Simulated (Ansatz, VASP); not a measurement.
# One calculation of Yb4InF, two programs

```
Yb In F
1.0
     0.00000    4.61179    4.61179
     4.61179    0.00000    4.61179
     4.61179    4.61179    0.00000
Yb In F
4 1 1
Direct
  0.62414 0.62414 0.12757
  0.62414 0.12757 0.62414
  0.12757 0.62414 0.62414
  0.62414 0.62414 0.62414
  0.25000 0.25000 0.25000
  0.00000 0.00000 0.00000
```

Change from the starting cell: species swapped into the GdInPt4 type (F-43m, No. 216).

Alike in both runs: functional PBE; k mesh 8 × 8 × 8; occupations gaussian, width 0.1 eV; no spin polarisation.

Ansatz relaxed the structure, and its values are those at the end. VASP's run is a single point on that final structure, the one shown.

|  | VASP | Ansatz |
| --- | --- | --- |
| version | VASP 6.6.1 | Ansatz 0.2.0 |
| potentials or method | VASP PAW PBE potentials, release 64 (Yb, In_d, F), cutoff 520 eV | scalar-relativistic, plane waves, PAW |
| valence electrons in the cell | 116 | 116 |

```csv
,VASP,Ansatz,Ansatz less VASP
gap on the k mesh at the Fermi level (eV),none,none,-
pressure (GPa),-0.8,0.0,+0.80
```

A gap of «none» marks a metal or a gap that the smearing closes. With one functional, cell and mesh, what is left measures potentials, basis and numerics.

Neither program's run includes spin-orbit coupling.
